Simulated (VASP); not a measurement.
Crystal: MgC2.

```
Mg C
1.0
     3.95078    0.00000    0.00000
     0.00000    3.95078    0.00000
     0.00000    0.00000    4.98709
Mg C
2 4
Direct
  0.00000 0.00000 0.50000
  0.50000 0.50000 0.00000
  0.38766 0.61235 0.50000
  0.11235 0.11235 0.00000
  0.61235 0.38766 0.50000
  0.88765 0.88765 0.00000
```

```yaml
Program: VASP 6.6.1
Task: relaxation of cell and atoms
Functional: LDA
Potentials_or_basis: VASP PAW LDA potentials, release 64 (Mg, C)
Cutoff: 600 eV
k_mesh: 5 × 5 × 5
Occupations: fermi-dirac, width 0.05 eV
Spin: no spin polarisation
```

At the start: pressure -6.0 GPa; volume 12.97 Å³/atom.

Q: How do energy, volume and symmetry change on relaxing?

A: Over 17 steps the energy falls by 16.2 meV/atom and the volume is 12.07 Å³/atom (-7.0 %); space group P4_2/mnm (No. 136, to 0.1 Å) before and after.

Step by step:
| step | energy change (eV) | largest force (eV/Å) | pressure (GPa) | volume (Å³) |
| --- | --- | --- | --- | --- |
| 1 | 0.0000 | 0.3784 | -6.00 | 77.84 |
| 2 | 0.2143 | 5.6812 | 8.50 | 72.49 |
| 3 | -0.0350 | 1.0337 | -2.55 | 76.31 |
| 4 | -0.0918 | 0.0236 | -0.54 | 73.27 |
| 5 | -0.0925 | 0.1052 | -0.24 | 72.89 |
| 6 | -0.0924 | 0.0820 | -0.29 | 72.96 |
| 7 | -0.0938 | 0.1008 | 0.21 | 72.71 |
| 8 | -0.0940 | 0.1997 | 0.48 | 72.58 |
| 9 | -0.0946 | 0.1681 | 0.48 | 72.52 |
| 10 | -0.0958 | 0.0737 | 0.49 | 72.34 |
| 11 | -0.0961 | 0.1127 | 0.52 | 71.98 |
| 12 | -0.0963 | 0.0437 | 0.51 | 72.12 |
| 13 | -0.0965 | 0.0350 | 0.47 | 72.15 |
| 14 | -0.0970 | 0.0114 | 0.35 | 72.23 |
| 15 | -0.0974 | 0.0362 | 0.12 | 72.41 |
| 16 | -0.0974 | 0.0585 | -0.07 | 72.45 |
| 17 | -0.0975 | 0.0024 | 0.03 | 72.43 |

Final structure:
```
Mg C
1.0
     3.87762    0.00000    0.00000
     0.00000    3.87762    0.00000
     0.00000    0.00000    4.81692
Mg C
2 4
Direct
  0.00000 0.00000 0.50000
  0.50000 0.50000 0.00000
  0.38646 0.61354 0.50000
  0.11354 0.11354 0.00000
  0.61354 0.38646 0.50000
  0.88646 0.88646 0.00000
```
